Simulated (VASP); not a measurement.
# ScF3 (P4/mmm) in VASP: a series of runs

The runs below take ScF3 through single point, with LDA.

All numbers are computed with VASP 6.6.1; they aren't measurements. Logs are shortened: lines on timing, memory, paths and dates and some standing lists are left out, and cuts for length are marked.

## (1) The cell of the first run

Symmetry: P4/mmm, No. 123, tetragonal system. The conventional cell has a = 3.852 Å, b = 3.852 Å, c = 4.173 Å, α = 90.00°, β = 90.00°, γ = 90.00°. Sc (site symmetry 4/mmm) has 6 F at 1.93 to 2.09 Å within 2.6 Å. F (site symmetry mmm) has 2 Sc at 1.93 Å within 2.6 Å. Within 2.8 Å of F (site symmetry 4/mmm) lie 2 Sc at 2.09 Å.

## (2) Single point, LDA (strain -0.040 along x and y, +0.040 along z)

The input, INCAR:

```
SYSTEM = ScF3
PREC = Accurate
ENCUT = 520
EDIFF = 1E-6
ISMEAR = 0
SIGMA = 0.05
LREAL = .False.
LASPH = .True.
NELM = 60
ALGO = Normal
ISIF = 2
LWAVE = .False.
LCHARG = .False.
NBANDS = 24
```

The input, KPOINTS:

```
regular mesh
0
Gamma
  6 6 6
  0 0 0
```

The input, POSCAR:

```
ScF3
1.0
    3.8519520000      0.0000000000      0.0000000000
    0.0000000000      3.8519520000      0.0000000000
    0.0000000000      0.0000000000      4.1729480000
Sc F
1 3
Direct
    0.0000000000      0.0000000000      0.0000000000
    0.5000000000      0.0000000000      0.0000000000
    0.0000000000      0.5000000000      0.0000000000
    0.0000000000      0.0000000000      0.5000000000
```

Potentials or basis: VASP PAW LDA potentials, release 64 (Sc_sv, F).

Run with:

```console
$ cat potpaw_LDA.64/Sc_sv/POTCAR potpaw_LDA.64/F/POTCAR > POTCAR
$ mpirun -np 1 vasp_std > vasp.out
```

OUTCAR:

```text
SYSTEM = ScF3
   PREC = Accurate
   ENCUT = 520
   EDIFF = 1E-6
   ISMEAR = 0
   LREAL = .False.
   LASPH = .True.
   NELM = 60
   ISIF = 2

 ion  position               nearest neighbor table
   1  0.000  0.000  0.000-   2 1.93   3 1.93   3 1.93   2 1.93   4 2.09   4 2.09
   2  0.500  0.000  0.000-   1 1.93   1 1.93
   3  0.000  0.500  0.000-   1 1.93   1 1.93
   4  0.000  0.000  0.500-   1 2.09   1 2.09

  LATTYP: Found a simple tetragonal cell.
 ALAT       =     3.8519520000
 C/A-ratio  =     1.0833333333

  Lattice vectors:

 A1 = (   3.8519520000,   0.0000000000,   0.0000000000)
 A2 = (   0.0000000000,   3.8519520000,   0.0000000000)
 A3 = (   0.0000000000,   0.0000000000,   4.1729480000)

Analysis of symmetry for initial positions (statically):
=====================================================================
 Subroutine PRICEL returns:
 Original cell was already a primitive cell.

 Routine SETGRP: Setting up the symmetry group for a
 simple tetragonal supercell.

 Subroutine GETGRP returns: Found 16 space group operations
 (whereof 16 operations were pure point group operations)
 out of a pool of 16 trial point group operations.

The static configuration has the point symmetry D_4h.

Analysis of symmetry for dynamics (positions and initial velocities):
=====================================================================
 Subroutine PRICEL returns:
 Original cell was already a primitive cell.

 Routine SETGRP: Setting up the symmetry group for a
 simple tetragonal supercell.

 Subroutine GETGRP returns: Found 16 space group operations
 (whereof 16 operations were pure point group operations)
 out of a pool of 16 trial point group operations.

The dynamic configuration has the point symmetry D_4h.

 Subroutine INISYM returns: Found 16 space group operations
 (whereof 16 operations are pure point group operations),
 and found     1 'primitive' translations

----------------------------------------------------------------------------------------

                                     Primitive cell

  volume of cell :      61.9163

  direct lattice vectors                    reciprocal lattice vectors
     3.851952000  0.000000000  0.000000000     0.259608635  0.000000000  0.000000000
     0.000000000  3.851952000  0.000000000     0.000000000  0.259608635  0.000000000
     0.000000000  0.000000000  4.172948000     0.000000000  0.000000000  0.239638740

  length of vectors
     3.851952000  3.851952000  4.172948000     0.259608635  0.259608635  0.239638740

  position of ions in fractional coordinates (direct lattice)
     0.000000000  0.000000000  0.000000000
     0.500000000  0.000000000  0.000000000
     0.000000000  0.500000000  0.000000000
     0.000000000  0.000000000  0.500000000

  ion indices of the primitive-cell ions
   primitive index   ion index
                 1           1
                 2           2
                 3           3
                 4           4

----------------------------------------------------------------------------------------

 KPOINTS: regular mesh

Automatic generation of k-mesh.
 Grid dimensions read from file:
 generate k-points for:    6    6    6

 Generating k-lattice:

  Cartesian coordinates                     Fractional coordinates (reciprocal lattice)
     0.043268106  0.000000000  0.000000000     0.166666667  0.000000000  0.000000000
     0.000000000  0.043268106  0.000000000     0.000000000  0.166666667  0.000000000
     0.000000000  0.000000000  0.039939790     0.000000000  0.000000000  0.166666667

  Length of vectors
     0.043268106  0.043268106  0.039939790

  Shift w.r.t. Gamma in fractional coordinates (k-lattice)
     0.000000000  0.000000000  0.000000000

 Subroutine IBZKPT returns following result:
 ===========================================

 Found     40 irreducible k-points:

 Following reciprocal coordinates:
            Coordinates               Weight
  0.000000  0.000000  0.000000      1.000000
  0.166667  0.000000  0.000000      4.000000
  0.333333  0.000000  0.000000      4.000000
  0.500000  0.000000  0.000000      2.000000
  0.166667  0.166667  0.000000      4.000000
  0.333333  0.166667  0.000000      8.000000
[... 16 lines left out ...]
  0.333333  0.000000  0.333333      8.000000
  0.500000  0.000000  0.333333      4.000000
 [... further k-points ...]
   k-points           NKPTS =     40   k-points in BZ     NKDIM =     40   number of bands    NBANDS=     24
   number of dos      NEDOS =    301   number of ions     NIONS =      4
   total plane-waves  NPLWV =  28800
   dimension x,y,z NGX =    30 NGY =   30 NGZ =   32
   dimension x,y,z NGXF=    60 NGYF=   60 NGZF=   64
   ions per type =               1   3
   NGX,Y,Z   is equivalent  to a cutoff of  12.95, 12.95, 12.75 a.u.
   NGXF,Y,Z  is equivalent  to a cutoff of  25.90, 25.90, 25.50 a.u.
 SYSTEM =  ScF3
   PREC   = accura    normal or accurate (medium, high low for compatibility)
   ISTART =      0    job   : 0-new  1-cont  2-samecut
   ICHARG =      2    charge: 1-file 2-atom 10-const
   ISPIN  =      1    spin polarized calculation?
   LNONCOLLINEAR =      F non collinear calculations
   LSORBIT =      F    spin-orbit coupling
   LASPH  =      T    aspherical Exc in radial PAW
   ENCUT  =  520.0 eV  38.22 Ry    6.18 a.u.   7.16  7.16  7.76*2*pi/ulx,y,z
   NELM   =     60;   NELMIN=  2; NELMDL= -5     # of ELM steps
   EDIFF  = 0.1E-05   stopping-criterion for ELM
   LREAL  =      F    real-space projection
   EDIFFG = 0.1E-04   stopping-criterion for IOM
   NSW    =      0    number of steps for IOM
   IBRION =     -1    ionic relax: 0-MD 1-quasi-New 2-CG
   NFREE  =      0    steps in history (QN), initial steepest desc. (CG)
   ISIF   =      2    stress and relaxation
   ISYM   =      2    0-nonsym 1-usesym 2-fastsym
   POTIM  = 0.5000    time-step for ionic-motion
   TEBEG  =    0.0;   TEEND  =   0.0 temperature during run
   PSTRESS=    0.0 pullay stress
   NELECT =      32.0000    total number of electrons
   NUPDOWN=      -1.0000    fix difference up-down
   EMIN   =  10.00;   EMAX   =-10.00  energy-range for DOS
   EFERMI =   0.00;   METHOD = LEGACY
   ISMEAR =     0;   SIGMA  =   0.05  broadening in eV -4-tet -1-fermi 0-gaus
   EFERMI_NEDOS =   21; number of points for ismear=-14 and -15
   IALGO  =     38    algorithm
   IMIX   =      4    mixing-type and parameters
     AMIX     =   0.40;   BMIX     =  1.00
     AMIX_MAG =   1.60;   BMIX_MAG =  1.00
  volume/ion in A,a.u.               =      15.48       104.46
  Fermi-wavevector in a.u.,A,eV,Ry     =   1.313782  2.482688 23.483965  1.726023
  Thomas-Fermi vector in A             =   2.444081
   LORBIT       =      0    0 simple, 1 ext, 2 COOP (PROOUT), +10 PAW based schemes
   GGA     = CA    functional components
   LHFCALC =     F    Hartree Fock is set to
   AEXX    =    0.0000 exact exchange contribution
   IVDW    =     0    specifies the selected vdW correction
   LEPSILON=     F    determine dielectric tensor
   LRPA    =     F    only Hartree local field effects (RPA)
 non-spin polarized calculation
 Gauss-broadening in eV      SIGMA  =   0.05
  energy-cutoff  :      520.00
  volume of cell :       61.92
 maximum number of plane-waves:      1696
 NGX is ok and might be reduce to    30
   NGX = 15   NGY = 15   NGZ = 15

 number of electron      32.0000014 magnetization

 Free energy of the ion-electron system (eV)
  ---------------------------------------------------
  ext. energy  EPLUGINS =         0.00000000
  ---------------------------------------------------
  free energy    TOTEN  =       -29.35677665 eV

  energy without entropy =      -29.35677665  energy(sigma->0) =      -29.35677665

 E-fermi :  -3.2038     XC(G=0):  -9.0632

 val. band max:       -3.4511162582   @ k =   0.5000   0.5000   0.5000
 cond. band min:       2.6875989248   @ k =   0.0000   0.0000   0.0000
 fundamental gap:      6.1387151829
 Fermi energy:        -3.2038135278

 k-point     1 :       0.0000    0.0000    0.0000
  band No.  band energies     occupation
      1     -48.6704      2.00000
      2     -27.8394      2.00000
      3     -27.8394      2.00000
      4     -27.6156      2.00000
      5     -23.7646      2.00000
      6     -23.5636      2.00000
[... 16 lines left out ...]
     23      12.1045      0.00000
     24      12.5606      0.00000

 k-point     2 :       0.1667    0.0000    0.0000
  band No.  band energies     occupation
      1     -48.6678      2.00000
      2     -28.0618      2.00000
      3     -27.8373      2.00000
      4     -27.6135      2.00000
      5     -23.6803      2.00000
      6     -23.2577      2.00000
[... 16 lines left out ...]
     23      11.1866      0.00000
     24      12.4751      0.00000

 k-point     3 :       0.3333    0.0000    0.0000
  band No.  band energies     occupation
      1     -48.6627      2.00000
      2     -28.4305      2.00000
      3     -27.8331      2.00000
      4     -27.6091      2.00000
      5     -23.6591      2.00000
      6     -22.5568      2.00000
[... 16 lines left out ...]
     23       9.4163      0.00000
     24      13.0378      0.00000

 k-point     4 :       0.5000    0.0000    0.0000
  band No.  band energies     occupation
      1     -48.6602      2.00000
      2     -28.5892      2.00000
      3     -27.8310      2.00000
      4     -27.6069      2.00000
      5     -23.6544      2.00000
      6     -22.4052      2.00000
[... 16 lines left out ...]
     23       8.5189      0.00000
     24      13.5936      0.00000

 k-point     5 :       0.1667    0.1667    0.0000
  band No.  band energies     occupation
      1     -48.6653      2.00000
      2     -28.0623      2.00000
      3     -28.0566      2.00000
      4     -27.6113      2.00000
      5     -23.3509      2.00000
      6     -23.1977      2.00000
[... 451 lines left out ...]
 k-point    22 :       0.1667    0.0000    0.3333
  band No.  band energies     occupation
      1     -48.6658      2.00000
      2     -28.0595      2.00000
      3     -27.8353      2.00000
      4     -27.8178      2.00000
      5     -23.6704      2.00000
      6     -23.2519      2.00000
[... 16 lines left out ...]
     23       8.8637      0.00000
     24      12.0235      0.00000

 k-point    23 :       0.3333    0.0000    0.3333
  band No.  band energies     occupation
      1     -48.6607      2.00000
      2     -28.4279      2.00000
      3     -27.8312      2.00000
      4     -27.8129      2.00000
      5     -23.6510      2.00000
      6     -22.5434      2.00000
[... 16 lines left out ...]
     23       9.4785      0.00000
     24      10.2198      0.00000

 k-point    24 :       0.5000    0.0000    0.3333
  band No.  band energies     occupation
      1     -48.6581      2.00000
      2     -28.5863      2.00000
      3     -27.8290      2.00000
      4     -27.8104      2.00000
      5     -23.6464      2.00000
      6     -22.1948      2.00000
[... 16 lines left out ...]
     23       8.9446      0.00000
     24      10.1874      0.00000

 [... further k-points ...]
[... 5 lines left out ...]
  --------------------------------------------------------------------------------------
  -------------------------------------------------------------------------------------
  Total        4.1066515      4.1066515     -3.9124038      0.0000000     -0.0000000      0.0000000
  in kB      106.2658521    106.2658521   -101.2393976      0.0000000     -0.0000000      0.0000000
  external PRESSURE =      37.0974355 kB  Pullay stress =       0.0000000 kB

 VOLUME and BASIS-vectors are now :
 -----------------------------------------------------------------------------
  energy-cutoff  :      520.00
  volume of cell :       61.92
      direct lattice vectors                 reciprocal lattice vectors
     3.851952000  0.000000000  0.000000000     0.259608635  0.000000000  0.000000000
     0.000000000  3.851952000  0.000000000     0.000000000  0.259608635  0.000000000
     0.000000000  0.000000000  4.172948000     0.000000000  0.000000000  0.239638740

 POSITION                                       TOTAL-FORCE (eV/Angst)
 -----------------------------------------------------------------------------------
      0.00000      0.00000      0.00000         0.000000      0.000000      0.000000
      1.92598      0.00000      0.00000         0.000000      0.000000      0.000000
      0.00000      1.92598      0.00000         0.000000      0.000000      0.000000
      0.00000      0.00000      2.08647         0.000000      0.000000      0.000000
 -----------------------------------------------------------------------------------
    total drift:                                0.000000      0.000000      0.000000

  FREE ENERGIE OF THE ION-ELECTRON SYSTEM (eV)
  ---------------------------------------------------
  free  energy   TOTEN  =       -29.3567766509 eV

  energy  without entropy=      -29.3567766509  energy(sigma->0) =      -29.35677665
```

It took 31 s on 1 thread of Intel Xeon 6975P-C (Granite Rapids), shared host; peak memory 0.17 GiB.

What came out:

```yaml
Free_energy: -29.3568 eV
Pressure: 3.7 GPa
Band_gap_on_the_k_mesh: 6.14 eV, indirect (least direct gap 6.39 eV)
```

Caveat: the cell differs from its parent crystal (strain -0.040 along x and y, +0.040 along z).

(Continued in part 2 of 2.)
